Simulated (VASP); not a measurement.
Mn: single point with LDA

Mn:

```
CELL_PARAMETERS angstrom
-1.36372 1.36372 1.36372
1.36372 -1.36372 1.36372
1.36372 1.36372 -1.36372
ATOMIC_POSITIONS crystal
Mn 0.00000 0.00000 0.00000
```

This isn't the form of Mn at room conditions, which is a 58-atom cubic cell.

```
Program                : VASP 6.6.1
Task                   : single point
Functional             : LDA
Potentials or basis    : VASP PAW LDA potentials, release 64 (Mn_pv)
Cutoff                 : 520 eV
k mesh                 : 15 × 15 × 15
Occupations            : fermi-dirac, width 0.05 eV
Spin                   : collinear spin, ferromagnetic start
Starting moments       : [4.0] μB
Dipole correction      : no
Further INCAR settings : ALGO = Normal; EDIFF = 1e-06; NBANDS = 16
```

- Pressure: 0.0 GPa
- Net moment: 0.31 μB per cell
- Site moments: Mn +0.31 μB
- Valence electrons inside the program's atomic spheres: Mn 12.11

Levels at points of the mesh, in eV from the Fermi level:
Spin up:
| k point | band 5 | band 6 | band 7 | band 8 | band 9 | band 10 |
| --- | --- | --- | --- | --- | --- | --- |
| (0.00, 0.00, 0.00) | -1.84 | -1.84 | -1.84 | 0.18 | 0.18 | 24.22 |
Spin down:
```csv
k point,band 4,band 5,band 6,band 7,band 8,band 9
"(0.00, 0.00, 0.00)",-8.81,-1.59,-1.59,-1.59,0.48,0.48
```

Run time: 17 s on 1 thread of Intel(R) Xeon(R) 6975P-C (Granite Rapids) (shared host), peak memory 0.14 GiB.
